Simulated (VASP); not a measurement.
# AlCo (Pm-3m) in VASP: further runs

The runs below take AlCo through single point, with PBE.

Everything below comes from runs of VASP 6.6.1. Logs are shortened: lines on timing, memory, paths and dates and some standing lists are left out, and cuts for length are marked.

## 1. The cell of the first run

The structure is cubic, space group Pm-3m (No. 221). Conventional cell: a = 2.852 Å, b = 2.852 Å, c = 2.852 Å, α = 90.00°, β = 90.00°, γ = 90.00°. Within 3.3 Å of Al (site symmetry m-3m) lie 8 Co at 2.47 Å and 6 Al at 2.85 Å. Co (site symmetry m-3m) has 8 Al at 2.47 Å and 6 Co at 2.85 Å within 3.3 Å.

## 2. Single point, PBE

File INCAR:

```
SYSTEM = AlCo
PREC = Accurate
ENCUT = 520
EDIFF = 1E-6
ISMEAR = 0
SIGMA = 0.1
LREAL = .FALSE.
LASPH = .TRUE.
NELM = 80
ALGO = Fast
ISIF = 2
LWAVE = .FALSE.
LCHARG = .FALSE.
GGA = PE
NBANDS = 13
```

File KPOINTS:

```
regular mesh
0
G
  14 14 14
  0 0 0
```

File POSCAR:

```
AlCo
1.0
    2.8519024034      0.0000000000      0.0000000000
    0.0000000000      2.8519024034      0.0000000000
    0.0000000000      0.0000000000      2.8519024034
Al Co
1 1
Direct
    0.0000000000      0.0000000000      0.0000000000
    0.5000000000      0.5000000000      0.5000000000
```

Potentials or basis: VASP PAW PBE potentials, release 64 (Al, Co).

Command:

```bash
cat potpaw_PBE.64/Al/POTCAR potpaw_PBE.64/Co/POTCAR > POTCAR
mpirun -np 1 vasp_std > vasp.out
```

OUTCAR:

```text
SYSTEM = AlCo
   PREC = Accurate
   ENCUT = 520
   EDIFF = 1E-6
   ISMEAR = 0
   LREAL = .FALSE.
   LASPH = .TRUE.
   NELM = 80
   ISIF = 2
   GGA = PE

 ion  position               nearest neighbor table
   1  0.000  0.000  0.000-   2 2.47   2 2.47   2 2.47   2 2.47   2 2.47   2 2.47   2 2.47   2 2.47

   2  0.500  0.500  0.500-   1 2.47   1 2.47   1 2.47   1 2.47   1 2.47   1 2.47   1 2.47   1 2.47

  LATTYP: Found a simple cubic cell.
 ALAT       =     2.8519024034

  Lattice vectors:

 A1 = (   2.8519024034,   0.0000000000,   0.0000000000)
 A2 = (   0.0000000000,   2.8519024034,   0.0000000000)
 A3 = (   0.0000000000,   0.0000000000,   2.8519024034)

Analysis of symmetry for initial positions (statically):
=====================================================================
 Subroutine PRICEL returns:
 Original cell was already a primitive cell.

 Routine SETGRP: Setting up the symmetry group for a
 simple cubic supercell.

 Subroutine GETGRP returns: Found 48 space group operations
 (whereof 48 operations were pure point group operations)
 out of a pool of 48 trial point group operations.

The static configuration has the point symmetry O_h .

Analysis of symmetry for dynamics (positions and initial velocities):
=====================================================================
 Subroutine PRICEL returns:
 Original cell was already a primitive cell.

 Routine SETGRP: Setting up the symmetry group for a
 simple cubic supercell.

 Subroutine GETGRP returns: Found 48 space group operations
 (whereof 48 operations were pure point group operations)
 out of a pool of 48 trial point group operations.

The dynamic configuration has the point symmetry O_h .

 Subroutine INISYM returns: Found 48 space group operations
 (whereof 48 operations are pure point group operations),
 and found     1 'primitive' translations

----------------------------------------------------------------------------------------

                                     Primitive cell

  volume of cell :      23.1955

  direct lattice vectors                    reciprocal lattice vectors
     2.851902403  0.000000000  0.000000000     0.350643135  0.000000000  0.000000000
     0.000000000  2.851902403  0.000000000     0.000000000  0.350643135  0.000000000
     0.000000000  0.000000000  2.851902403     0.000000000  0.000000000  0.350643135

  length of vectors
     2.851902403  2.851902403  2.851902403     0.350643135  0.350643135  0.350643135

  position of ions in fractional coordinates (direct lattice)
     0.000000000  0.000000000  0.000000000
     0.500000000  0.500000000  0.500000000

  ion indices of the primitive-cell ions
   primitive index   ion index
                 1           1
                 2           2

----------------------------------------------------------------------------------------

 KPOINTS: regular mesh

Automatic generation of k-mesh.
 Grid dimensions read from file:
 generate k-points for:   14   14   14

 Generating k-lattice:

  Cartesian coordinates                     Fractional coordinates (reciprocal lattice)
     0.025045938  0.000000000  0.000000000     0.071428571  0.000000000  0.000000000
     0.000000000  0.025045938  0.000000000     0.000000000  0.071428571  0.000000000
     0.000000000  0.000000000  0.025045938     0.000000000  0.000000000  0.071428571

  Length of vectors
     0.025045938  0.025045938  0.025045938

  Shift w.r.t. Gamma in fractional coordinates (k-lattice)
     0.000000000  0.000000000  0.000000000

 Subroutine IBZKPT returns following result:
 ===========================================

 Found    120 irreducible k-points:

 Following reciprocal coordinates:
            Coordinates               Weight
  0.000000  0.000000  0.000000      1.000000
  0.071429  0.000000  0.000000      6.000000
  0.142857  0.000000  0.000000      6.000000
  0.214286  0.000000  0.000000      6.000000
  0.285714  0.000000  0.000000      6.000000
  0.357143  0.000000  0.000000      6.000000
[... 16 lines left out ...]
  0.285714  0.214286  0.000000     24.000000
  0.357143  0.214286  0.000000     24.000000
 [... further k-points ...]
   k-points           NKPTS =    120   k-points in BZ     NKDIM =    120   number of bands    NBANDS=     13
   number of dos      NEDOS =    301   number of ions     NIONS =      2
   total plane-waves  NPLWV =  13824
   dimension x,y,z NGX =    24 NGY =   24 NGZ =   24
   dimension x,y,z NGXF=    48 NGYF=   48 NGZF=   48
   ions per type =               1   1
   NGX,Y,Z   is equivalent  to a cutoff of  13.99, 13.99, 13.99 a.u.
   NGXF,Y,Z  is equivalent  to a cutoff of  27.98, 27.98, 27.98 a.u.
 SYSTEM =  AlCo
   PREC   = accura    normal or accurate (medium, high low for compatibility)
   ISTART =      0    job   : 0-new  1-cont  2-samecut
   ICHARG =      2    charge: 1-file 2-atom 10-const
   ISPIN  =      1    spin polarized calculation?
   LNONCOLLINEAR =      F non collinear calculations
   LSORBIT =      F    spin-orbit coupling
   LASPH  =      T    aspherical Exc in radial PAW
   ENCUT  =  520.0 eV  38.22 Ry    6.18 a.u.   5.30  5.30  5.30*2*pi/ulx,y,z
   NELM   =     80;   NELMIN=  2; NELMDL= -5     # of ELM steps
   EDIFF  = 0.1E-05   stopping-criterion for ELM
   LREAL  =      F    real-space projection
   EDIFFG = 0.1E-04   stopping-criterion for IOM
   NSW    =      0    number of steps for IOM
   IBRION =     -1    ionic relax: 0-MD 1-quasi-New 2-CG
   NFREE  =      0    steps in history (QN), initial steepest desc. (CG)
   ISIF   =      2    stress and relaxation
   ISYM   =      2    0-nonsym 1-usesym 2-fastsym
   POTIM  = 0.5000    time-step for ionic-motion
   TEBEG  =    0.0;   TEEND  =   0.0 temperature during run
   PSTRESS=    0.0 pullay stress
   NELECT =      12.0000    total number of electrons
   NUPDOWN=      -1.0000    fix difference up-down
   EMIN   =  10.00;   EMAX   =-10.00  energy-range for DOS
   EFERMI =   0.00;   METHOD = LEGACY
   ISMEAR =     0;   SIGMA  =   0.10  broadening in eV -4-tet -1-fermi 0-gaus
   EFERMI_NEDOS =   21; number of points for ismear=-14 and -15
   IALGO  =     68    algorithm
   IMIX   =      4    mixing-type and parameters
     AMIX     =   0.40;   BMIX     =  1.00
     AMIX_MAG =   1.60;   BMIX_MAG =  1.00
  volume/ion in A,a.u.               =      11.60        78.27
  Fermi-wavevector in a.u.,A,eV,Ry     =   1.314218  2.483511 23.499543  1.727168
  Thomas-Fermi vector in A             =   2.444486
   LORBIT       =      0    0 simple, 1 ext, 2 COOP (PROOUT), +10 PAW based schemes
   GGA     = PE    functional components
   LHFCALC =     F    Hartree Fock is set to
   AEXX    =    0.0000 exact exchange contribution
   IVDW    =     0    specifies the selected vdW correction
   LEPSILON=     F    determine dielectric tensor
   LRPA    =     F    only Hartree local field effects (RPA)
 non-spin polarized calculation
 RMM-DIIS sequential band-by-band and
 Gauss-broadening in eV      SIGMA  =   0.10
  energy-cutoff  :      520.00
  volume of cell :       23.20
 maximum number of plane-waves:       640
 NGX is ok and might be reduce to    24
   NGX = 11   NGY = 11   NGZ = 11

 number of electron      11.9999996 magnetization

 Free energy of the ion-electron system (eV)
  ---------------------------------------------------
  ext. energy  EPLUGINS =         0.00000000
  ---------------------------------------------------
  free energy    TOTEN  =       -11.99113261 eV

  energy without entropy =      -11.98758059  energy(sigma->0) =      -11.98935660

 E-fermi :  10.5605     XC(G=0): -12.2554

 val. band max:       10.5551783227   @ k =   0.5000   0.3571   0.0714
 cond. band min:      10.6288992447   @ k =   0.5000   0.2857   0.0000
 fundamental gap:      0.0737209220
 Fermi energy:        10.5605195878

 k-point     1 :       0.0000    0.0000    0.0000
  band No.  band energies     occupation
      1      -0.5131      2.00000
      2       7.5983      2.00000
      3       7.5983      2.00000
      4       9.7079      2.00000
      5       9.7079      2.00000
      6       9.7079      2.00000
      7      16.5028      0.00000
      8      16.5028      0.00000
      9      16.5028      0.00000
     10      19.2736      0.00000
     11      19.2736      0.00000
     12      25.6619      0.00000
     13      32.1415      0.00000

 k-point     2 :       0.0714    0.0000    0.0000
  band No.  band energies     occupation
      1      -0.4165      2.00000
      2       7.5887      2.00000
      3       7.6251      2.00000
      4       9.6559      2.00000
      5       9.6559      2.00000
      6       9.7133      2.00000
      7      15.5811      0.00000
      8      16.6378      0.00000
      9      16.6378      0.00000
     10      19.2614      0.00000
     11      20.1238      0.00000
     12      25.9761      0.00000
     13      31.0528      0.00000

 k-point     3 :       0.1429    0.0000    0.0000
  band No.  band energies     occupation
      1      -0.1284      2.00000
      2       7.5317      2.00000
      3       7.7014      2.00000
      4       9.5165      2.00000
      5       9.5165      2.00000
      6       9.7286      2.00000
      7      14.0470      0.00000
      8      17.0271      0.00000
      9      17.0271      0.00000
     10      19.2252      0.00000
     11      21.4138      0.00000
     12      26.9652      0.00000
     13      29.3243      0.00000
[... 305 lines left out ...]
 k-point    23 :       0.2857    0.2143    0.0000
  band No.  band energies     occupation
      1       1.8028      2.00000
      2       7.2199      2.00000
      3       7.8343      2.00000
      4       8.7806      2.00000
      5       9.1980      2.00000
      6       9.4439      2.00000
      7      11.9395      0.00000
      8      14.3889      0.00000
      9      19.4510      0.00000
     10      19.9158      0.00000
     11      22.8211      0.00000
     12      26.5055      0.00000
     13      26.9305      0.00000

 k-point    24 :       0.3571    0.2143    0.0000
  band No.  band energies     occupation
      1       2.5798      2.00000
      2       6.4979      2.00000
      3       8.0410      2.00000
      4       8.7123      2.00000
      5       9.0511      2.00000
      6       9.4685      2.00000
      7      11.2049      0.00000
      8      15.0026      0.00000
      9      18.9360      0.00000
     10      20.3386      0.00000
     11      22.6681      0.00000
     12      25.0515      0.00000
     13      27.3339      0.00000

 [... further k-points ...]
[... 5 lines left out ...]
  --------------------------------------------------------------------------------------
  -------------------------------------------------------------------------------------
  Total       -0.0427199     -0.0427199     -0.0427199     -0.0000000      0.0000000     -0.0000000
  in kB       -2.9507790     -2.9507790     -2.9507790     -0.0000000      0.0000000     -0.0000000
  external PRESSURE =      -2.9507790 kB  Pullay stress =       0.0000000 kB

 VOLUME and BASIS-vectors are now :
 -----------------------------------------------------------------------------
  energy-cutoff  :      520.00
  volume of cell :       23.20
      direct lattice vectors                 reciprocal lattice vectors
     2.851902403  0.000000000  0.000000000     0.350643135  0.000000000  0.000000000
     0.000000000  2.851902403  0.000000000     0.000000000  0.350643135  0.000000000
     0.000000000  0.000000000  2.851902403     0.000000000  0.000000000  0.350643135

 POSITION                                       TOTAL-FORCE (eV/Angst)
 -----------------------------------------------------------------------------------
      0.00000      0.00000      0.00000         0.000000      0.000000      0.000000
      1.42595      1.42595      1.42595         0.000000      0.000000      0.000000
 -----------------------------------------------------------------------------------
    total drift:                                0.000000     -0.000000     -0.000000

  FREE ENERGIE OF THE ION-ELECTRON SYSTEM (eV)
  ---------------------------------------------------
  free  energy   TOTEN  =       -11.9911326146 eV

  energy  without entropy=      -11.9875805925  energy(sigma->0) =      -11.98935660
```

Run time: 83 s. Hardware: 1 thread of AMD EPYC 7R13, shared host; peak memory 0.14 GiB.

What came out:

| Property | Result |
| --- | --- |
| Free energy | -11.9911 eV |
| Pressure | -0.3 GPa |
| Band gap on the k mesh | zero (band 6 reaches 12.94 eV, above the bottom of band 7 at 10.31 eV) |

Levels at points of the mesh, in eV from the Fermi level:
```
           k point  band 3  band 4  band 5  band 6  band 7  band 8  band 9  band 10
(0.00, 0.00, 0.00)   -2.96   -0.85   -0.85   -0.85    5.94    5.94    5.94     8.71
(0.50, 0.00, 0.00)   -2.37   -1.72   -1.72   -0.74    0.16    8.38   10.59    10.59
(0.50, 0.50, 0.00)   -2.69   -2.69   -1.51   -1.51   -0.25    2.41    3.42    12.71
(0.50, 0.50, 0.50)   -3.94   -0.21   -0.21    2.37    2.37    2.37    4.08     5.29
```

## 3. Single point, PBE (volume scaled by 1.03)

File INCAR:

```
SYSTEM = AlCo
PREC = Accurate
ENCUT = 520
EDIFF = 1E-6
ISMEAR = 0
SIGMA = 0.1
LREAL = .False.
LASPH = .True.
NELM = 60
ALGO = Normal
ISIF = 2
LWAVE = .False.
LCHARG = .False.
GGA = PE
NBANDS = 13
```

File KPOINTS:

```
Automatic mesh
0
Gamma
  14 14 14
  0 0 0
```

File POSCAR:

```
AlCo
1.0
    2.8801408973      0.0000000000      0.0000000000
    0.0000000000      2.8801408973      0.0000000000
    0.0000000000      0.0000000000      2.8801408973
Al Co
1 1
Direct
    0.0000000000      0.0000000000      0.0000000000
    0.5000000000      0.5000000000      0.5000000000
```

Potentials or basis: VASP PAW PBE potentials, release 64 (Al, Co).

Command:

```bash
cat potpaw_PBE.64/Al/POTCAR potpaw_PBE.64/Co/POTCAR > POTCAR
mpirun -np 1 vasp_std > vasp.out
```

Run time: 61 s. Hardware: 1 thread of AMD EPYC 7R13, shared host; peak memory 0.14 GiB.

The run converged. Its results:

```yaml
Free_energy: -11.9798 eV
Pressure: -5.0 GPa
Band_gap_on_the_k_mesh: zero (band 6 reaches 12.54 eV, above the bottom of band 7 at 9.92 eV)
```

Levels at points of the mesh, in eV from the Fermi level:
| k point | band 2 | band 3 | band 4 | band 5 | band 6 | band 7 | band 8 | band 9 | band 10 | band 11 |
| --- | --- | --- | --- | --- | --- | --- | --- | --- | --- | --- |
| (0.00, 0.00, 0.00) | -2.83 | -2.83 | -0.81 | -0.81 | -0.81 | 5.80 | 5.80 | 5.80 | 8.60 | 8.60 |
| (0.50, 0.00, 0.00) | -6.47 | -2.27 | -1.65 | -1.65 | -0.71 | 0.15 | 8.35 | 10.43 | 10.43 | 11.29 |
| (0.50, 0.50, 0.00) | -2.94 | -2.62 | -2.62 | -1.44 | -1.44 | -0.24 | 2.32 | 3.26 | 12.38 | 15.55 |
| (0.50, 0.50, 0.50) | -3.80 | -3.80 | -0.20 | -0.20 | 2.38 | 2.38 | 2.38 | 3.81 | 5.14 | 5.14 |

 Spin polarisation is off, so any magnetic state and its effect on volume and gap are missing.
